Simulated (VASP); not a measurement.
Set up this calculation in VASP 6.6.1, as the native input.

* Task: single point
* Functional: LDA
* Potentials or basis: VASP PAW LDA potentials, release 64 (Nb_sv, Cu)
* Cutoff: 520 eV
* k mesh: 9 × 9 × 9
* Occupations: fermi-dirac, width 0.05 eV
* Spin: no spin polarisation
* Dipole correction: no
* Further INCAR settings: ALGO = Fast; EDIFF = 1e-07; NBANDS = 19

The structure of NbCu lies in POSCAR:

```
NbCu
1.0
    0.0000000000      2.5070830079      2.5070830079
    2.5070830079      0.0000000000      2.5070830079
    2.5070830079      2.5070830079      0.0000000000
Nb Cu
1 1
Direct
    0.0000000000      0.0000000000      0.0000000000
    0.5000000000      0.5000000000      0.5000000000
```

One way to write it, as run:

INCAR

```
  PREC = Accurate
  ENCUT = 520
  EDIFF = 1E-7
  ISMEAR = -1
  SIGMA = 0.05
  LREAL = F
  LASPH = T
  NELM = 100
  ALGO = Fast
  ISIF = 2
  LWAVE = F
  LCHARG = T
  GGA = CA
  LELF = T
  LVHAR = T
  NBANDS = 19
```

KPOINTS

```
regular mesh
0
Gamma
  9 9 9
```

Potentials or basis: VASP PAW LDA potentials, release 64 (Nb_sv, Cu).

The run is started by

```sh
$ cat potpaw_LDA.64/Nb_sv/POTCAR potpaw_LDA.64/Cu/POTCAR > POTCAR
$ mpirun -np 1 vasp_std > vasp.out
```

It gave:

```yaml
Pressure: 0.1 GPa
Band_gap_on_the_k_mesh: zero (bands 12 and 13 overlap by 2.01 eV)
```

Run time: 23 s on 1 thread of Intel(R) Xeon(R) 6975P-C (Granite Rapids), with other jobs on the host, peak memory 0.15 GiB.
